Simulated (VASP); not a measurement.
# Fe (P6_3/mmc) in VASP: a series of runs

Aim: see how the results for Fe move with the level of theory and the settings. Levels: PBEsol, r2SCAN, b88 exchange, pbe correlation. Tasks: single point.

Program: VASP 6.6.1. These are calculated values, not measurements. Logs are shortened: lines on timing, memory, paths and dates and some standing lists are left out, and cuts for length are marked.

**1. The cell of the first run**

It takes space group P6_3/mmc (No. 194, hexagonal). The conventional cell has a = 2.434 Å, b = 2.434 Å, c = 3.842 Å, α = 90.00°, β = 90.00°, γ = 120.00°. Fe (site symmetry -6m2) has 12 Fe at 2.38 to 2.43 Å within 3.1 Å.

This isn't the form of Fe at room conditions, which is bcc.

**2. Single point, PBEsol, collinear spin, ferromagnetic start**

File INCAR:

```
PREC = Accurate
ENCUT = 600
EDIFF = 1E-6
ISMEAR = -1
SIGMA = 0.05
LREAL = False
LASPH = True
NELM = 200
ALGO = Normal
ISIF = 2
LWAVE = False
LCHARG = False
ISPIN = 2
MAGMOM = 2.25 2.25
LORBIT = 11
NUPDOWN = 4.5
LMAXMIX = 4
GGA = PS
NBANDS = 27
GGA_COMPAT = False
```

File KPOINTS:

```
Automatic mesh
0
Gamma
  10 10 6
```

File POSCAR:

```
Fe
1.0
    2.4341575853      0.0000000000      0.0000000000
   -1.2170787927      2.1080423057      0.0000000000
    0.0000000000      0.0000000000      3.8419344700
Fe
2
Direct
    0.6666666667      0.3333333333      0.7500000000
    0.3333333333      0.6666666667      0.2500000000
```

Potentials or basis: VASP PAW PBE potentials, release 64 (Fe_sv).

Started as:

```bash
cat potpaw_PBE.64/Fe_sv/POTCAR > POTCAR
mpirun -np 1 vasp_std > vasp.out
```

OUTCAR:

```text
PREC = Accurate
   ENCUT = 600
   EDIFF = 1E-6
   ISMEAR = -1
   LREAL = False
   LASPH = True
   NELM = 200
   ISIF = 2
   ISPIN = 2
   LORBIT = 11
   NUPDOWN = 4.5
   GGA = PS

 ion  position               nearest neighbor table
   1  0.667  0.333  0.750-   2 2.38   2 2.38   2 2.38   2 2.38   2 2.38   2 2.38
   2  0.333  0.667  0.250-   1 2.38   1 2.38   1 2.38   1 2.38   1 2.38   1 2.38

  LATTYP: Found a hexagonal cell.
 ALAT       =     2.4341575853
 C/A-ratio  =     1.5783425417

  Lattice vectors:

 A1 = (   2.4341575853,   0.0000000000,   0.0000000000)
 A2 = (  -1.2170787927,   2.1080423057,   0.0000000000)
 A3 = (   0.0000000000,   0.0000000000,   3.8419344700)

Analysis of symmetry for initial positions (statically):
=====================================================================
 Subroutine PRICEL returns:
 Original cell was already a primitive cell.

 Routine SETGRP: Setting up the symmetry group for a
 hexagonal supercell.

 Subroutine GETGRP returns: Found 24 space group operations
 (whereof 12 operations were pure point group operations)
 out of a pool of 24 trial point group operations.

The static configuration has the point symmetry D_3d.
 The point group associated with its full space group is D_6h.

Analysis of symmetry for dynamics (positions and initial velocities):
=====================================================================
 Subroutine PRICEL returns:
 Original cell was already a primitive cell.

 Routine SETGRP: Setting up the symmetry group for a
 hexagonal supercell.

 Subroutine GETGRP returns: Found 24 space group operations
 (whereof 12 operations were pure point group operations)
 out of a pool of 24 trial point group operations.

The dynamic configuration has the point symmetry D_3d.
 The point group associated with its full space group is D_6h.

Analysis of structural, dynamic, and magnetic symmetry:
=====================================================================
 Subroutine PRICEL returns:
 Original cell was already a primitive cell.

 Routine SETGRP: Setting up the symmetry group for a
 hexagonal supercell.

 Subroutine GETGRP returns: Found 24 space group operations
 (whereof 12 operations were pure point group operations)
 out of a pool of 24 trial point group operations.

The overall configuration has the point symmetry D_3d.
 The point group associated with its full space group is D_6h.

 Subroutine INISYM returns: Found 24 space group operations
 (whereof 12 operations are pure point group operations),
 and found     1 'primitive' translations

----------------------------------------------------------------------------------------

                                     Primitive cell

  volume of cell :      19.7141

  direct lattice vectors                    reciprocal lattice vectors
     2.434157585  0.000000000  0.000000000     0.410819746  0.237186891  0.000000000
    -1.217078793  2.108042306  0.000000000     0.000000000  0.474373781  0.000000000
     0.000000000  0.000000000  3.841934470     0.000000000  0.000000000  0.260285543

  length of vectors
     2.434157585  2.434157585  3.841934470     0.474373781  0.474373781  0.260285543

  position of ions in fractional coordinates (direct lattice)
     0.666666667  0.333333333  0.750000000
     0.333333333  0.666666667  0.250000000

  ion indices of the primitive-cell ions
   primitive index   ion index
                 1           1
                 2           2

----------------------------------------------------------------------------------------

 KPOINTS: Automatic mesh

Automatic generation of k-mesh.
 Grid dimensions read from file:
 generate k-points for:   10   10    6

 Generating k-lattice:

  Cartesian coordinates                     Fractional coordinates (reciprocal lattice)
     0.041081975  0.023718689  0.000000000     0.100000000  0.000000000  0.000000000
     0.000000000  0.047437378  0.000000000     0.000000000  0.100000000  0.000000000
     0.000000000  0.000000000  0.043380924     0.000000000  0.000000000  0.166666667

  Length of vectors
     0.047437378  0.047437378  0.043380924

  Shift w.r.t. Gamma in fractional coordinates (k-lattice)
     0.000000000  0.000000000  0.000000000

 Subroutine IBZKPT returns following result:
 ===========================================

 Found     56 irreducible k-points:

 Following reciprocal coordinates:
            Coordinates               Weight
  0.000000  0.000000  0.000000      1.000000
  0.100000 -0.000000  0.000000      6.000000
  0.200000 -0.000000  0.000000      6.000000
  0.300000  0.000000  0.000000      6.000000
  0.400000  0.000000  0.000000      6.000000
  0.500000  0.000000  0.000000      3.000000
[... 16 lines left out ...]
  0.300000  0.100000  0.166667     24.000000
  0.400000  0.100000  0.166667     24.000000
 [... further k-points ...]
   k-points           NKPTS =     56   k-points in BZ     NKDIM =     56   number of bands    NBANDS=     27
   number of dos      NEDOS =    301   number of ions     NIONS =      2
   total plane-waves  NPLWV =  12800
   dimension x,y,z NGX =    20 NGY =   20 NGZ =   32
   dimension x,y,z NGXF=    40 NGYF=   40 NGZF=   64
   ions per type =               2
   NGX,Y,Z   is equivalent  to a cutoff of  13.66, 13.66, 13.85 a.u.
   NGXF,Y,Z  is equivalent  to a cutoff of  27.32, 27.32, 27.69 a.u.
 SYSTEM =  unknown system
   PREC   = accura    normal or accurate (medium, high low for compatibility)
   ISTART =      0    job   : 0-new  1-cont  2-samecut
   ICHARG =      2    charge: 1-file 2-atom 10-const
   ISPIN  =      2    spin polarized calculation?
   LNONCOLLINEAR =      F non collinear calculations
   LSORBIT =      F    spin-orbit coupling
   LASPH  =      T    aspherical Exc in radial PAW
   ENCUT  =  600.0 eV  44.10 Ry    6.64 a.u.   4.86  4.86  7.67*2*pi/ulx,y,z
   NELM   =    200;   NELMIN=  2; NELMDL= -5     # of ELM steps
   EDIFF  = 0.1E-05   stopping-criterion for ELM
   LREAL  =      F    real-space projection
   EDIFFG = 0.1E-04   stopping-criterion for IOM
   NSW    =      0    number of steps for IOM
   IBRION =     -1    ionic relax: 0-MD 1-quasi-New 2-CG
   NFREE  =      0    steps in history (QN), initial steepest desc. (CG)
   ISIF   =      2    stress and relaxation
   ISYM   =      2    0-nonsym 1-usesym 2-fastsym
   POTIM  = 0.5000    time-step for ionic-motion
   TEBEG  =    0.0;   TEEND  =   0.0 temperature during run
   PSTRESS=    0.0 pullay stress
   NELECT =      32.0000    total number of electrons
   NUPDOWN=       4.5000    fix difference up-down
   EMIN   =  10.00;   EMAX   =-10.00  energy-range for DOS
   EFERMI =   0.00;   METHOD = LEGACY
   ISMEAR =    -1;   SIGMA  =   0.05  broadening in eV -4-tet -1-fermi 0-gaus
   EFERMI_NEDOS =   21; number of points for ismear=-14 and -15
   IALGO  =     38    algorithm
   IMIX   =      4    mixing-type and parameters
     AMIX     =   0.40;   BMIX     =  1.00
     AMIX_MAG =   1.60;   BMIX_MAG =  1.00
  volume/ion in A,a.u.               =       9.86        66.52
  Fermi-wavevector in a.u.,A,eV,Ry     =   1.923972  3.635781 50.364275  3.701670
  Thomas-Fermi vector in A             =   2.957694
   LORBIT       =     11    0 simple, 1 ext, 2 COOP (PROOUT), +10 PAW based schemes
   GGA     = PS    functional components
   LHFCALC =     F    Hartree Fock is set to
   AEXX    =    0.0000 exact exchange contribution
   IVDW    =     0    specifies the selected vdW correction
   LEPSILON=     F    determine dielectric tensor
   LRPA    =     F    only Hartree local field effects (RPA)
 spin polarized calculation
  energy-cutoff  :      600.00
  volume of cell :       19.71
 maximum number of plane-waves:       679
 NGX is ok and might be reduce to    20
   NGX =  9   NGY =  9   NGZ = 15

 number of electron      31.9999997 magnetization       4.4999999

 Free energy of the ion-electron system (eV)
  ---------------------------------------------------
  ext. energy  EPLUGINS =         0.00000000
  ---------------------------------------------------
  free energy    TOTEN  =       -17.23842891 eV

  energy without entropy =      -17.20443865  energy(sigma->0) =      -17.22143378

 E-fermi :  14.3155     XC(G=0): -14.7964

 val. band max:       14.7449329365   @ k =   0.5000   0.0000   0.3333
 cond. band min:      14.3160543159   @ k =   0.4000   0.1000   0.5000
 fundamental gap:     -0.4288786206
 Fermi energy:        14.7555873775

 spin component 1

 k-point     1 :       0.0000    0.0000    0.0000
  band No.  band energies     occupation
      1     -73.3737      1.00000
      2     -73.2178      1.00000
      3     -39.7962      1.00000
      4     -39.2996      1.00000
      5     -39.2996      1.00000
      6     -39.1923      1.00000
[... 19 lines left out ...]
     26      40.4576      0.00000
     27      41.4848      0.00000
[... 661 lines left out ...]
 k-point    24 :       0.4000    0.1000    0.1667
  band No.  band energies     occupation
      1     -73.2389      1.00000
      2     -73.1947      1.00000
      3     -39.7692      1.00000
      4     -39.6610      1.00000
      5     -39.4763      1.00000
      6     -39.4164      1.00000
[... 19 lines left out ...]
     26      34.8469      0.00000
     27      39.9441      0.00000

 [... further k-points ...]

 spin component 2

 k-point     1 :       0.0000    0.0000    0.0000
  band No.  band energies     occupation
      1     -70.7998      1.00000
      2     -70.6320      1.00000
      3     -37.3787      1.00000
      4     -36.7414      1.00000
      5     -36.7414      1.00000
      6     -36.6262      1.00000
[... 19 lines left out ...]
     26      41.3549      0.00000
     27      42.3597      0.00000
[... 661 lines left out ...]
 k-point    24 :       0.4000    0.1000    0.1667
  band No.  band energies     occupation
      1     -70.6546      1.00000
      2     -70.6071      1.00000
      3     -37.2681      1.00000
      4     -37.1456      1.00000
      5     -36.9876      1.00000
      6     -36.8978      1.00000
[... 19 lines left out ...]
     26      35.5464      0.00000
     27      40.5528      0.00000

 [... further k-points ...]

------------------------ aborting loop because EDIFF is reached ----------------------------------------

  FORCE on cell =-STRESS in cart. coord.  units (eV):
  Direction    XX          YY          ZZ          XY          YZ          ZX
  --------------------------------------------------------------------------------------
  -------------------------------------------------------------------------------------
  Total        3.4554105      3.4554105      5.9682640     -0.0000000      0.0000000      0.0000000
  in kB      280.8227356    280.8227356    485.0434460     -0.0000000      0.0000000      0.0000000
  external PRESSURE =     348.8963057 kB  Pullay stress =       0.0000000 kB

 VOLUME and BASIS-vectors are now :
 -----------------------------------------------------------------------------
  energy-cutoff  :      600.00
  volume of cell :       19.71
      direct lattice vectors                 reciprocal lattice vectors
     2.434157585  0.000000000  0.000000000     0.410819746  0.237186891  0.000000000
    -1.217078793  2.108042306  0.000000000     0.000000000  0.474373781  0.000000000
     0.000000000  0.000000000  3.841934470     0.000000000  0.000000000  0.260285543

 POSITION                                       TOTAL-FORCE (eV/Angst)
 -----------------------------------------------------------------------------------
      1.21708      0.70268      2.88145         0.000000      0.000000      0.000000
     -0.00000      1.40536      0.96048        -0.000000      0.000000      0.000000
 -----------------------------------------------------------------------------------
    total drift:                               -0.000000      0.000000     -0.000000

  FREE ENERGIE OF THE ION-ELECTRON SYSTEM (eV)
  ---------------------------------------------------
  free  energy   TOTEN  =       -17.2384289123 eV

  energy  without entropy=      -17.2044386514  energy(sigma->0) =      -17.22143378

 total charge

# of ion       s       p       d       tot
------------------------------------------
    1        2.216   6.057   5.582  13.855
    2        2.216   6.057   5.582  13.855
--------------------------------------------------
tot          4.433  12.114  11.163  27.710

 magnetization (x)

# of ion       s       p       d       tot
------------------------------------------
    1       -0.002   0.004   2.172   2.173
    2       -0.002   0.004   2.172   2.173
--------------------------------------------------
tot         -0.005   0.008   4.343   4.347
```

It took 81 s on 1 thread of Intel Xeon Platinum 8259CL at 2.50GHz (Skylake/Cascade Lake), shared host; peak memory 0.17 GiB.

Results:

```yaml
Free_energy: -17.2384 eV
Pressure: 34.9 GPa
Net_moment: 4.50 μB per cell
Site_moments: Fe +2.17 μB
Valence_electrons_inside_the_program's_atomic_spheres: Fe 13.86
```

Caveat: the stress differs along the axes, from 28 to 49 GPa; the PAW data sets were made with another functional, which shifts forces and pressure a little; the total moment is fixed, so each spin has its own Fermi level and the state may be an excited one.

(Continued in part 2 of 2.)
